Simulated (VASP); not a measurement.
# Mg2Ge3N (P-4m2) in VASP: notebook, part 2 of 2

VASP 6.6.1. Earlier steps stand in the parts before.

## Step 3: Single point, PBE

This run uses another cell than the first one, of 16.86 Å³/atom.

Input file INCAR:

```
ALGO = Normal
EDIFF = 1E-6
ENCUT = 520
GGA = PE
ISIF = 2
ISMEAR = 0
LASPH = True
LCHARG = True
LELF = True
LREAL = False
LVHAR = True
LWAVE = False
NBANDS = 34
NELM = 60
PREC = Accurate
SIGMA = 0.1
```

Input file KPOINTS:

```
k-points
0
Gamma
  6 6 2
```

Input file POSCAR:

```
Mg2Ge3N
1.0
    3.3070351107      0.0000000000      0.0000000000
    0.0000000000      3.3070351107      0.0000000000
    0.0000000000      0.0000000000      9.2497288383
Mg Ge N
2 3 1
Direct
    0.0000000000      0.5000000000      0.7777828807
    0.5000000000      0.0000000000      0.2222171193
    0.5000000000      0.5000000000      0.0000000000
    0.0000000000      0.5000000000      0.4205271429
    0.5000000000      0.0000000000      0.5794728571
    0.0000000000      0.0000000000      0.0000000000
```

Potentials or basis: VASP PAW PBE potentials, release 64 (Mg, Ge_d, N).

On the command line:

```sh
$ cat potpaw_PBE.64/Mg/POTCAR potpaw_PBE.64/Ge_d/POTCAR potpaw_PBE.64/N/POTCAR > POTCAR
$ mpirun -np 1 vasp_std > vasp.out
```

OUTCAR:

```text
EDIFF = 1E-6
   ENCUT = 520
   GGA = PE
   ISIF = 2
   ISMEAR = 0
   LASPH = True
   LREAL = False
   NELM = 60
   PREC = Accurate

 ion  position               nearest neighbor table
   1  0.000  0.500  0.778-   3 2.64   6 2.64   6 2.64   3 2.64   5 2.97   5 2.97   5 2.97   5 2.97

   2  0.500  0.000  0.222-   3 2.64   6 2.64   3 2.64   6 2.64   4 2.97   4 2.97   4 2.97   4 2.97

   3  0.500  0.500  0.000-   6 2.34   6 2.34   6 2.34   6 2.34   2 2.64   1 2.64   1 2.64   2 2.64

   4  0.000  0.500  0.421-   5 2.76   5 2.76   5 2.76   5 2.76   2 2.97   2 2.97   2 2.97   2 2.97

   5  0.500  0.000  0.579-   4 2.76   4 2.76   4 2.76   4 2.76   1 2.97   1 2.97   1 2.97   1 2.97

   6  0.000  0.000  0.000-   3 2.34   3 2.34   3 2.34   3 2.34   2 2.64   2 2.64   1 2.64   1 2.64

  LATTYP: Found a simple tetragonal cell.
 ALAT       =     3.3070351107
 C/A-ratio  =     2.7969853747

  Lattice vectors:

 A1 = (   3.3070351107,   0.0000000000,   0.0000000000)
 A2 = (   0.0000000000,   3.3070351107,   0.0000000000)
 A3 = (   0.0000000000,   0.0000000000,   9.2497288383)

[... 178 lines left out ...]
 E-fermi :   5.4513     XC(G=0): -10.4917

 val. band max:        5.4311235469   @ k =   0.5000   0.5000   0.0000
 cond. band min:       5.5374869666   @ k =   0.5000   0.1667   0.0000
 fundamental gap:      0.1063634197
 Fermi energy:         5.4512689494

 k-point     1 :       0.0000    0.0000    0.0000
  band No.  band energies     occupation
      1     -19.3070      2.00000
      2     -19.2890      2.00000
      3     -19.2451      2.00000
      4     -19.2451      2.00000
      5     -19.2339      2.00000
      6     -19.2157      2.00000
[... 729 lines left out ...]
     33      11.4926      0.00000
     34      11.5027      0.00000

------------------------ aborting loop because EDIFF is reached ----------------------------------------

  FORCE on cell =-STRESS in cart. coord.  units (eV):
  Direction    XX          YY          ZZ          XY          YZ          ZX
  --------------------------------------------------------------------------------------
  -------------------------------------------------------------------------------------
  Total       -0.0663467     -0.0663467     -0.0671580      0.0000000     -0.0000000      0.0000000
  in kB       -1.0508075     -1.0508075     -1.0636565      0.0000000     -0.0000000      0.0000000
  external PRESSURE =      -1.0550905 kB  Pullay stress =       0.0000000 kB

 VOLUME and BASIS-vectors are now :
 -----------------------------------------------------------------------------
  energy-cutoff  :      520.00
  volume of cell :      101.16
      direct lattice vectors                 reciprocal lattice vectors
     3.307035111  0.000000000  0.000000000     0.302385662  0.000000000  0.000000000
     0.000000000  3.307035111  0.000000000     0.000000000  0.302385662  0.000000000
     0.000000000  0.000000000  9.249728838     0.000000000  0.000000000  0.108111277

 POSITION                                       TOTAL-FORCE (eV/Angst)
 -----------------------------------------------------------------------------------
      0.00000      1.65352      7.19428        -0.000000     -0.000000      0.002209
      1.65352      0.00000      2.05545        -0.000000     -0.000000     -0.002209
      1.65352      1.65352      0.00000        -0.000000      0.000000      0.000000
      0.00000      1.65352      3.88976         0.000000     -0.000000     -0.018723
      1.65352      0.00000      5.35997         0.000000     -0.000000      0.018723
      0.00000      0.00000      0.00000        -0.000000     -0.000000      0.000000
 -----------------------------------------------------------------------------------
    total drift:                                0.000000      0.000000      0.000000

  FREE ENERGIE OF THE ION-ELECTRON SYSTEM (eV)
  ---------------------------------------------------
  free  energy   TOTEN  =       -23.3445225548 eV

  energy  without entropy=      -23.3332176077  energy(sigma->0) =      -23.33887008
```

OSZICAR:

```text
N       E                     dE             d eps       ncg     rms          rms(c)
DAV:   1     0.440273089484E+03    0.44027E+03   -0.23922E+04  1580   0.352E+03
DAV:   2     0.597351811377E+02   -0.38054E+03   -0.36516E+03  1368   0.762E+02
DAV:   3    -0.201871981959E+02   -0.79922E+02   -0.77814E+02  1590   0.193E+02
DAV:   4    -0.253109751893E+02   -0.51238E+01   -0.50546E+01  1634   0.542E+01
DAV:   5    -0.254378869520E+02   -0.12691E+00   -0.12659E+00  1612   0.936E+00    0.836E+00
DAV:   6    -0.243053649433E+02    0.11325E+01   -0.11351E+01  1868   0.149E+01    0.720E+00
DAV:   7    -0.234164729962E+02    0.88889E+00   -0.39554E+00  1664   0.663E+00    0.220E+00
DAV:   8    -0.233752471488E+02    0.41226E-01   -0.45188E-01  1634   0.286E+00    0.125E+00
DAV:   9    -0.233514592183E+02    0.23788E-01   -0.11545E-01  1676   0.153E+00    0.537E-01
DAV:  10    -0.233447424789E+02    0.67167E-02   -0.34195E-02  1704   0.882E-01    0.161E-01
DAV:  11    -0.233445508419E+02    0.19164E-03   -0.25242E-03  1566   0.286E-01    0.107E-01
DAV:  12    -0.233445500589E+02    0.78291E-06   -0.54387E-04  1736   0.108E-01    0.368E-02
DAV:  13    -0.233445236063E+02    0.26453E-04   -0.11495E-04  1718   0.716E-02    0.807E-03
DAV:  14    -0.233445223157E+02    0.12906E-05   -0.13708E-05  1592   0.215E-02    0.487E-03
DAV:  15    -0.233445225548E+02   -0.23913E-06   -0.10859E-06  1016   0.840E-03
   1 F= -.23344523E+02 E0= -.23338870E+02  d E =-.113049E-01
```

Run time: 2.1 min. Hardware: 1 thread of Intel Xeon 8259CL, shared host; peak memory 0.25 GiB.

Results:

* Free energy: -23.3445 eV
* Pressure: -0.1 GPa
* Largest force: 0.019 eV/Å
* Band gap on the k mesh: zero (an odd number of electrons rules out a gap without spin polarisation)

Forces on the atoms (eV/Å):
```
Mg   0.000  0.000  0.002
Mg   0.000  0.000 -0.002
Ge   0.000  0.000  0.000
Ge   0.000  0.000 -0.019
Ge   0.000  0.000  0.019
N    0.000  0.000  0.000
```

## Step 4: Single point, PBE

This run uses another cell than the first one, of 16.85 Å³/atom.

Input file INCAR:

```
SYSTEM = Mg2Ge3N
ALGO = Normal
EDIFF = 1E-7
ENCUT = 520
GGA = PE
ISIF = 2
ISMEAR = 0
LASPH = .TRUE.
LCHARG = .FALSE.
LREAL = .FALSE.
LWAVE = .FALSE.
NBANDS = 34
NELM = 100
PREC = Accurate
SIGMA = 0.1
```

Input file KPOINTS:

```
k-points
0
G
  12 12 4
  0 0 0
```

Input file POSCAR:

```
Mg2Ge3N
1.0
    3.3350149949      0.0000000000      0.0000000000
    0.0000000000      3.3350149949      0.0000000000
    0.0000000000      0.0000000000      9.0896066889
Mg Ge N
2 3 1
Direct
    0.0000000000      0.5000000000      0.7746612165
    0.5000000000      0.0000000000      0.2253387835
    0.5000000000      0.5000000000      0.0000000000
    0.0000000000      0.5000000000      0.4249508392
    0.5000000000      0.0000000000      0.5750491608
    0.0000000000      0.0000000000      0.0000000000
```

On the command line:

```sh
$ cat potpaw_PBE.64/Mg/POTCAR potpaw_PBE.64/Ge_d/POTCAR potpaw_PBE.64/N/POTCAR > POTCAR
$ mpirun -np 1 vasp_std > vasp.out
```

It took 7.5 min on 1 thread of Intel Xeon 8259CL, shared host; peak memory 0.4 GiB.

It converged, with:

| Item | Value |
| --- | --- |
| Free energy | -23.2304 eV |
| Pressure | -0.1 GPa |
| Largest force | 0.016 eV/Å |
| Band gap on the k mesh | zero (an odd number of electrons rules out a gap without spin polarisation) |

Forces in eV/Å, atoms in the order of the input:
```
Mg   0.000  0.000  0.002
Mg   0.000  0.000 -0.002
Ge   0.000  0.000  0.000
Ge   0.000  0.000 -0.016
Ge   0.000  0.000  0.016
N    0.000  0.000  0.000
```

Stress tensor (GPa, compression positive):
```
-0.05  0.00  0.00
 0.00 -0.05  0.00
 0.00  0.00 -0.18
```

Levels at points of the mesh, in eV from the Fermi level:
| k point | band 22 | band 23 | band 24 | band 25 | band 26 | band 27 | band 28 | band 29 |
| --- | --- | --- | --- | --- | --- | --- | --- | --- |
| (0.00, 0.00, 0.00) | -2.71 | -2.65 | 0.29 | 0.29 | 0.85 | 1.72 | 4.64 | 4.84 |
| (0.50, 0.00, 0.00) | -2.34 | -1.44 | -1.18 | -0.17 | 0.09 | 1.87 | 2.02 | 3.31 |
| (0.50, 0.50, 0.00) | -4.66 | -4.60 | -2.32 | -1.40 | -0.70 | -0.70 | 0.24 | 1.41 |
| (0.00, 0.00, 0.50) | -2.71 | -1.49 | 0.28 | 0.28 | 0.69 | 1.74 | 2.70 | 4.94 |
| (0.50, 0.00, 0.50) | -3.14 | -2.50 | -1.44 | 1.02 | 1.05 | 1.37 | 2.74 | 3.35 |
| (0.50, 0.50, 0.50) | -4.69 | -4.68 | -2.12 | -0.58 | -0.57 | -0.57 | -0.21 | -0.03 |

## Step 5: Relaxation of cell and atoms, PBE

Input file INCAR:

```
SYSTEM = Mg2Ge3N
ALGO = Normal ; EDIFF = 1E-6
EDIFFG = -0.04 ; ENCUT = 600
GGA = PE ; IBRION = 2
ISIF = 3 ; ISMEAR = 0
LASPH = .TRUE. ; LCHARG = .FALSE.
LREAL = .FALSE. ; LWAVE = .FALSE.
NELM = 100 ; NSW = 90
PREC = Accurate ; SIGMA = 0.1
```

Input file KPOINTS:

```
k-points
0
G
  6 6 2
  0 0 0
```

Input file POSCAR:

```
Mg2Ge3N
1.0
    3.5738895200      0.0000000000      0.0000000000
    0.0000000000      3.5738895200      0.0000000000
    0.0000000000      0.0000000000      7.8881520400
Mg Ge N
2 3 1
Direct
    0.0000000000      0.5000000000      0.7365000200
    0.5000000000      0.0000000000      0.2634999800
    0.5000000000      0.5000000000      0.0000000000
    0.0000000000      0.5000000000      0.3835000100
    0.5000000000      0.0000000000      0.6164999900
    0.0000000000      0.0000000000      0.0000000000
```

On the command line:

```sh
$ cat potpaw_PBE.64/Mg/POTCAR potpaw_PBE.64/Ge_d/POTCAR potpaw_PBE.64/N/POTCAR > POTCAR
$ mpirun -np 1 vasp_std > vasp.out
```

Run time: 23 min. Hardware: 1 thread of Intel Xeon 8259CL, shared host; peak memory 0.28 GiB.

The run converged. Its results:

```yaml
Free_energy: -23.3457 eV
Relaxed_volume: 16.82 Å³/atom
Relaxed_cell: a = 3.307 Å, b = 3.307 Å, c = 9.228 Å, α = 90.00°, β = 90.00°, γ = 90.00°
Space_group_after_relaxing_to_0.1_Å: P-4m2 (No. 115)
Energy_gained_by_relaxing: 233.0 meV/atom
Ionic_steps: 12
Pressure_after_relaxing: 0.0 GPa
Largest_force_after_relaxing: 0.020 eV/Å
Band_gap_on_the_k_mesh: zero (an odd number of electrons rules out a gap without spin polarisation)
```

Forces on the atoms (eV/Å):
```
Mg   0.000  0.000 -0.004
Mg   0.000  0.000  0.004
Ge   0.000  0.000  0.000
Ge   0.000  0.000 -0.020
Ge   0.000  0.000  0.020
N    0.000  0.000  0.000
```

The path:
```
step  energy change (eV)  largest force (eV/Å)  pressure (GPa)  volume (Å³)
   1              0.0000                1.3841            0.26       100.75
   2             -0.2885                1.1534           -0.52       101.12
   3             -0.9941                0.8607           -1.49       101.93
   4             -0.5871                2.4114            5.76       102.27
   5             -1.1964                0.6805           -0.24       102.23
   6             -1.3506                0.5216            0.44       101.65
   7             -1.3509                0.5162            0.51       101.62
   8             -1.3812                0.1652           -1.05       103.25
   9             -1.3813                0.1246           -1.44       103.45
  10             -1.3967                0.0970           -0.05       101.03
  11             -1.3967                0.0955           -0.08       101.09
  12             -1.3980                0.0195           -0.03       100.90
```

Final structure:
```cif
data_structure
_symmetry_space_group_name_H-M 'P 1'
_symmetry_Int_Tables_number 1
_cell_length_a 3.3067
_cell_length_b 3.3067
_cell_length_c 9.2276
_cell_angle_alpha 90.000
_cell_angle_beta 90.000
_cell_angle_gamma 90.000
_cell_volume 100.90
loop_
_atom_site_label
_atom_site_type_symbol
_atom_site_fract_x
_atom_site_fract_y
_atom_site_fract_z
_atom_site_occupancy
Mg1 Mg 0.00000 0.50000 0.77783 1
Mg2 Mg 0.50000 0.00000 0.22217 1
Ge1 Ge 0.50000 0.50000 0.00000 1
Ge2 Ge 0.00000 0.50000 0.42039 1
Ge3 Ge 0.50000 0.00000 0.57961 1
N1 N 0.00000 0.00000 0.00000 1
```

Levels at points of the mesh, in eV from the Fermi level:
| k point | band 22 | band 23 | band 24 | band 25 | band 26 | band 27 | band 28 | band 29 |
| --- | --- | --- | --- | --- | --- | --- | --- | --- |
| (0.00, 0.00, 0.00) | -2.74 | -2.74 | 0.51 | 0.51 | 0.85 | 1.95 | 4.37 | 4.93 |
| (0.50, 0.00, 0.00) | -2.49 | -1.43 | -1.34 | -0.34 | -0.09 | 1.84 | 1.96 | 3.48 |
| (0.50, 0.50, 0.00) | -4.58 | -4.53 | -2.38 | -1.48 | -0.70 | -0.70 | -0.02 | 1.15 |
| (0.00, 0.00, 0.50) | -2.74 | -1.86 | 0.50 | 0.50 | 0.61 | 1.71 | 2.79 | 4.84 |
| (0.50, 0.00, 0.50) | -3.24 | -2.61 | -1.43 | 1.03 | 1.08 | 1.10 | 2.34 | 3.52 |
| (0.50, 0.50, 0.50) | -4.61 | -4.60 | -2.17 | -0.61 | -0.58 | -0.58 | -0.45 | -0.28 |

Caveat: the k points lie up to 0.34 Å⁻¹ apart in the final cell, too coarse for converged energies and pressures of a metal; a cell axis changed by over 15 % at a fixed basis, so the end point is rough.

## Step 6: Summary

```tsv
task	cell	k mesh	cutoff (eV)	gap on the mesh (eV)	pressure (GPa)	largest force (eV/Å)
single point	a = 3.574, b = 3.574, c = 7.888 Å, 6 atoms, atomic positions A	6 × 6 × 2	520	none	0.3	1.38
single point	a = 3.307, b = 3.307, c = 9.250 Å, 6 atoms, atomic positions B	6 × 6 × 2	520	none	-0.1	0.02
single point	a = 3.335, b = 3.335, c = 9.090 Å, 6 atoms, atomic positions C	12 × 12 × 4	520	none	-0.1	0.02
relaxation of cell and atoms	relaxed from a = 3.574, b = 3.574, c = 7.888 Å, 6 atoms, atomic positions A	6 × 6 × 2	600	none	0.0	0.02
```

Alike in all rows: level PBE; potentials or basis VASP PAW PBE potentials, release 64 (Mg, Ge_d, N); no spin polarisation; smearing gaussian 0.1 eV.

Caveats: some runs use coarse meshes; forces of over 1 eV/Å act on the atoms, so gaps and moduli don't describe the material at rest (at least some runs); a cell axis changed by over 15 % at a fixed basis, so the end point is rough (at least some runs).

Absolute energies hang on the potentials; compare differences alone.

The gap in the log of VASP goes by the Fermi energy; the results here count the filled bands.